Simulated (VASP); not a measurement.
# InSe in VASP: single point with PBE+D3(BJ)

Aim: the single point of InSe with PBE+D3(BJ).

Program: VASP 6.6.1. These are calculated values, not measurements. Logs are shortened: lines on timing, memory, paths and dates and some standing lists are left out, and cuts for length are marked.

### Step 1. The cell of the first run

The cell holds a slab with vacuum, 8 atoms: a = 4.027 Å, b = 4.027 Å, c = 28.271 Å, α = 90.00°, β = 90.00°, γ = 120.00°.

### Step 2. Single point, PBE+D3(BJ)

INCAR reads:

```
SYSTEM = InSe
PREC = Accurate ; ENCUT = 520
EDIFF = 1E-6 ; ISMEAR = 0
SIGMA = 0.05 ; LREAL = .FALSE.
LASPH = .TRUE. ; NELM = 100
ALGO = Normal ; ISIF = 2
LWAVE = .FALSE. ; LCHARG = .FALSE.
LDIPOL = .TRUE. ; IDIPOL = 3
DIPOL = 0.5 0.5 0.405 ; GGA = PE
IVDW = 12 ; NBANDS = 48
```

KPOINTS reads:

```
Automatic mesh
0
G
  9 9 1
  0 0 0
```

POSCAR reads:

```
InSe
1.0
    4.0266103640      0.0000000000      0.0000000000
   -2.0133051820      3.4871468663      0.0000000000
    0.0000000000      0.0000000000     28.2707108021
Se In
4 4
Direct
    0.0000000000      0.0000000000      0.1591753399
    0.0000000000      0.0000000000      0.3496677346
    0.0000000000      0.0000000000      0.4596755806
    0.0000000000      0.0000000000      0.6501679753
    0.6666666667      0.3333333333      0.2049979895
    0.6666666667      0.3333333333      0.3038451603
    0.6666666667      0.3333333333      0.5054982302
    0.6666666667      0.3333333333      0.6043454010
```

Potentials or basis: VASP PAW PBE potentials, release 64 (Se, In_d).

On the command line:

```bash
> cat potpaw_PBE.64/Se/POTCAR potpaw_PBE.64/In_d/POTCAR > POTCAR
> mpirun -np 1 vasp_std > vasp.out
```

OUTCAR:

```text
SYSTEM = InSe
   PREC = Accurate
   ENCUT = 520
   EDIFF = 1E-6
   ISMEAR = 0
   LREAL = .FALSE.
   LASPH = .TRUE.
   NELM = 100
   ISIF = 2
   GGA = PE
   IVDW = 12
 IVDW          = 12

 ion  position               nearest neighbor table
   1  0.000  0.000  0.159-   5 2.66   5 2.66   5 2.66
   2  0.000  0.000  0.350-   6 2.66   6 2.66   6 2.66
   3  0.000  0.000  0.460-   7 2.66   7 2.66   7 2.66
   4  0.000  0.000  0.650-   8 2.66   8 2.66   8 2.66
   5  0.667  0.333  0.205-   1 2.66   1 2.66   1 2.66   6 2.79
   6  0.667  0.333  0.304-   2 2.66   2 2.66   2 2.66   5 2.79
   7  0.667  0.333  0.505-   3 2.66   3 2.66   3 2.66   8 2.79
   8  0.667  0.333  0.604-   4 2.66   4 2.66   4 2.66   7 2.79

  LATTYP: Found a hexagonal cell.
 ALAT       =     4.0266103640
 C/A-ratio  =     7.0209700583

  Lattice vectors:

 A1 = (   4.0266103640,   0.0000000000,   0.0000000000)
 A2 = (  -2.0133051820,   3.4871468663,   0.0000000000)
 A3 = (   0.0000000000,   0.0000000000,  28.2707108021)

Analysis of symmetry for initial positions (statically):
=====================================================================
 Subroutine PRICEL returns:
 Original cell was already a primitive cell.

 Routine SETGRP: Setting up the symmetry group for a
 hexagonal supercell.

 Subroutine GETGRP returns: Found 12 space group operations
 (whereof  6 operations were pure point group operations)
 out of a pool of 24 trial point group operations.

The static configuration has the point symmetry C_3v.
 The point group associated with its full space group is D_3h.

Analysis of symmetry for dynamics (positions and initial velocities):
=====================================================================
 Subroutine PRICEL returns:
 Original cell was already a primitive cell.

 Routine SETGRP: Setting up the symmetry group for a
 hexagonal supercell.

 Subroutine GETGRP returns: Found 12 space group operations
 (whereof  6 operations were pure point group operations)
 out of a pool of 24 trial point group operations.

The dynamic configuration has the point symmetry C_3v.
 The point group associated with its full space group is D_3h.

 Subroutine INISYM returns: Found 12 space group operations
 (whereof  6 operations are pure point group operations),
 and found     1 'primitive' translations

----------------------------------------------------------------------------------------

                                     Primitive cell

  volume of cell :     396.9598

  direct lattice vectors                    reciprocal lattice vectors
     4.026610364  0.000000000  0.000000000     0.248347843  0.143383694  0.000000000
    -2.013305182  3.487146866  0.000000000     0.000000000  0.286767388  0.000000000
     0.000000000  0.000000000 28.270710802     0.000000000  0.000000000  0.035372298

  length of vectors
     4.026610364  4.026610364 28.270710802     0.286767388  0.286767388  0.035372298

  position of ions in fractional coordinates (direct lattice)
     0.000000000  0.000000000  0.159175340
     0.000000000  0.000000000  0.349667735
     0.000000000  0.000000000  0.459675581
     0.000000000  0.000000000  0.650167975
     0.666666667  0.333333333  0.204997990
     0.666666667  0.333333333  0.303845160
     0.666666667  0.333333333  0.505498230
     0.666666667  0.333333333  0.604345401

  ion indices of the primitive-cell ions
   primitive index   ion index
                 1           1
                 2           2
                 3           3
                 4           4
                 5           5
                 6           6
                 7           7
                 8           8

----------------------------------------------------------------------------------------

 KPOINTS: Automatic mesh

Automatic generation of k-mesh.
 Grid dimensions read from file:
 generate k-points for:    9    9    1

 Generating k-lattice:

  Cartesian coordinates                     Fractional coordinates (reciprocal lattice)
     0.027594205  0.015931522  0.000000000     0.111111111  0.000000000  0.000000000
     0.000000000  0.031863043  0.000000000     0.000000000  0.111111111  0.000000000
     0.000000000  0.000000000  0.035372298     0.000000000  0.000000000  1.000000000

  Length of vectors
     0.031863043  0.031863043  0.035372298

  Shift w.r.t. Gamma in fractional coordinates (k-lattice)
     0.000000000  0.000000000  0.000000000

 Subroutine IBZKPT returns following result:
 ===========================================

 Found     12 irreducible k-points:

 Following reciprocal coordinates:
            Coordinates               Weight
  0.000000  0.000000  0.000000      1.000000
  0.111111 -0.000000  0.000000      6.000000
  0.222222  0.000000  0.000000      6.000000
  0.333333 -0.000000  0.000000      6.000000
  0.444444  0.000000  0.000000      6.000000
  0.111111  0.111111  0.000000      6.000000
  0.222222  0.111111  0.000000     12.000000
  0.333333  0.111111  0.000000     12.000000
  0.444444  0.111111  0.000000      6.000000
  0.222222  0.222222  0.000000      6.000000
  0.333333  0.222222  0.000000     12.000000
  0.333333  0.333333  0.000000      2.000000
   k-points           NKPTS =     12   k-points in BZ     NKDIM =     12   number of bands    NBANDS=     48
   number of dos      NEDOS =    301   number of ions     NIONS =      8
   total plane-waves  NPLWV = 189000
   dimension x,y,z NGX =    30 NGY =   30 NGZ =  210
   dimension x,y,z NGXF=    60 NGYF=   60 NGZF=  420
   ions per type =               4   4
   NGX,Y,Z   is equivalent  to a cutoff of  12.39, 12.39, 12.35 a.u.
   NGXF,Y,Z  is equivalent  to a cutoff of  24.77, 24.77, 24.70 a.u.
 SYSTEM =  InSe
   PREC   = accura    normal or accurate (medium, high low for compatibility)
   ISTART =      0    job   : 0-new  1-cont  2-samecut
   ICHARG =      2    charge: 1-file 2-atom 10-const
   ISPIN  =      1    spin polarized calculation?
   LNONCOLLINEAR =      F non collinear calculations
   LSORBIT =      F    spin-orbit coupling
   LASPH  =      T    aspherical Exc in radial PAW
   ENCUT  =  520.0 eV  38.22 Ry    6.18 a.u.   7.49  7.49 52.56*2*pi/ulx,y,z
   NELM   =    100;   NELMIN=  2; NELMDL= -5     # of ELM steps
   EDIFF  = 0.1E-05   stopping-criterion for ELM
   LREAL  =      F    real-space projection
   EDIFFG = 0.1E-04   stopping-criterion for IOM
   NSW    =      0    number of steps for IOM
   IBRION =     -1    ionic relax: 0-MD 1-quasi-New 2-CG
   NFREE  =      0    steps in history (QN), initial steepest desc. (CG)
   ISIF   =      2    stress and relaxation
   ISYM   =      2    0-nonsym 1-usesym 2-fastsym
   POTIM  = 0.5000    time-step for ionic-motion
   TEBEG  =    0.0;   TEEND  =   0.0 temperature during run
   PSTRESS=    0.0 pullay stress
   NELECT =      76.0000    total number of electrons
   NUPDOWN=      -1.0000    fix difference up-down
   EMIN   =  10.00;   EMAX   =-10.00  energy-range for DOS
   EFERMI =   0.00;   METHOD = LEGACY
   ISMEAR =     0;   SIGMA  =   0.05  broadening in eV -4-tet -1-fermi 0-gaus
   EFERMI_NEDOS =   21; number of points for ismear=-14 and -15
   IALGO  =     38    algorithm
   IMIX   =      4    mixing-type and parameters
     AMIX     =   0.40;   BMIX     =  1.00
     AMIX_MAG =   1.60;   BMIX_MAG =  1.00
  volume/ion in A,a.u.               =      49.62       334.85
  Fermi-wavevector in a.u.,A,eV,Ry     =   0.943548  1.783047 12.113024  0.890282
  Thomas-Fermi vector in A             =   2.071266
   LORBIT       =      0    0 simple, 1 ext, 2 COOP (PROOUT), +10 PAW based schemes
   GGA     = PE    functional components
   LHFCALC =     F    Hartree Fock is set to
   AEXX    =    0.0000 exact exchange contribution
   IVDW    =    12    specifies the selected vdW correction
   LEPSILON=     F    determine dielectric tensor
   LRPA    =     F    only Hartree local field effects (RPA)
 non-spin polarized calculation
 Gauss-broadening in eV      SIGMA  =   0.05
  energy-cutoff  :      520.00
  volume of cell :      396.96
 maximum number of plane-waves:     10749
 NGX is ok and might be reduce to    30
   NGX = 15   NGY = 15   NGZ =105

 dipolmoment           0.000000      0.000000      0.000003 electrons x Angstroem

 number of electron      75.9999997 magnetization

 dipolmoment           0.000000      0.000000     -0.000025 electrons x Angstroem

 Free energy of the ion-electron system (eV)
  ---------------------------------------------------
  ext. energy  EPLUGINS =         0.00000000
  ---------------------------------------------------
  free energy    TOTEN  =       -28.16395684 eV

  energy without entropy =      -28.16395684  energy(sigma->0) =      -28.16395684

 E-fermi :   0.2830     XC(G=0):  -5.6305

 val. band max:        0.0665344582   @ k =   0.1111  -0.0000   0.0000
 cond. band min:       0.9114367201   @ k =   0.0000   0.0000   0.0000
 fundamental gap:      0.8449022619
 Fermi energy:         0.2829864041

 k-point     1 :       0.0000    0.0000    0.0000
  band No.  band energies     occupation
      1     -14.5158      2.00000
      2     -14.5146      2.00000
      3     -14.3367      2.00000
      4     -14.3367      2.00000
      5     -14.3364      2.00000
      6     -14.3364      2.00000
[... 40 lines left out ...]
     47       5.0527      0.00000
     48       5.2412      0.00000

 k-point     2 :       0.1111   -0.0000    0.0000
  band No.  band energies     occupation
      1     -14.5164      2.00000
      2     -14.5141      2.00000
      3     -14.3838      2.00000
      4     -14.3752      2.00000
      5     -14.3343      2.00000
      6     -14.3340      2.00000
[... 502 lines left out ...]
 k-point    12 :       0.3333    0.3333    0.0000
  band No.  band energies     occupation
      1     -14.6585      2.00000
      2     -14.6270      2.00000
      3     -14.5206      2.00000
      4     -14.5131      2.00000
      5     -14.4569      2.00000
      6     -14.4565      2.00000
[... 40 lines left out ...]
     47       5.7493      0.00000
     48       5.9819      0.00000

------------------------ aborting loop because EDIFF is reached ----------------------------------------

 vacuum level on the upper side and lower side of the slab       (xc-potential included)        -0.133        -0.132

 Edisp (eV)   -2.04905

 E8    (eV) :    -0.9599

  FORCE on cell =-STRESS in cart. coord.  units (eV):
  Direction    XX          YY          ZZ          XY          YZ          ZX
  --------------------------------------------------------------------------------------
  -------------------------------------------------------------------------------------
  Total       0.06459     0.06459     2.32755     0.00000     0.00000     0.00000
  in kB       0.26069     0.26069     9.39429     0.00000     0.00000     0.00000
  external pressure =        3.31 kB  Pullay stress =        0.00 kB

 VOLUME and BASIS-vectors are now :
 -----------------------------------------------------------------------------
  energy-cutoff  :      520.00
  volume of cell :      396.96
      direct lattice vectors                 reciprocal lattice vectors
     4.026610364  0.000000000  0.000000000     0.248347843  0.143383694  0.000000000
    -2.013305182  3.487146866  0.000000000     0.000000000  0.286767388  0.000000000
     0.000000000  0.000000000 28.270710802     0.000000000  0.000000000  0.035372298

 POSITION                                       TOTAL-FORCE (eV/Angst)
 -----------------------------------------------------------------------------------
      0.00000      0.00000      4.50000         0.000000     -0.000000     -0.008802
      0.00000      0.00000      9.88536        -0.000000      0.000000     -0.437481
      0.00000      0.00000     12.99536        -0.000000      0.000000      0.437481
      0.00000      0.00000     18.38071         0.000000     -0.000000      0.008802
      2.01331      1.16238      5.79544         0.000000      0.000000     -0.008378
      2.01331      1.16238      8.58992        -0.000000     -0.000000     -0.142912
      2.01331      1.16238     14.29079        -0.000000     -0.000000      0.142912
      2.01331      1.16238     17.08527         0.000000     -0.000000      0.008378
 -----------------------------------------------------------------------------------
    total drift:                               -0.000001      0.000000     -0.003178

  FREE ENERGIE OF THE ION-ELECTRON SYSTEM (eV)
  ---------------------------------------------------
  free  energy   TOTEN  =       -30.2130099764 eV

  energy  without entropy=      -30.2130099763  energy(sigma->0) =      -30.21300998

 vacuum level on the upper side and lower side of the slab         5.420         5.420
```

It took 9 min on 1 thread of Intel Xeon Platinum 8259CL at 2.50GHz (Skylake/Cascade Lake), shared host; peak memory 0.52 GiB.

Results:

- Free energy: -30.2130 eV
- Largest force: 0.437 eV/Å
- Band gap on the k mesh: 0.84 eV (least direct gap 0.94 eV)
- Dispersion energy per atom: -0.256 eV

Forces in eV/Å, atoms in the order of the input:
```
Se   0.000  0.000 -0.009
Se   0.000  0.000 -0.437
Se   0.000  0.000  0.437
Se   0.000  0.000  0.009
In   0.000  0.000 -0.008
In   0.000  0.000 -0.143
In   0.000  0.000  0.143
In   0.000  0.000  0.008
```

Caveat: spin-orbit coupling is left out, which moves the levels of the heavy elements.
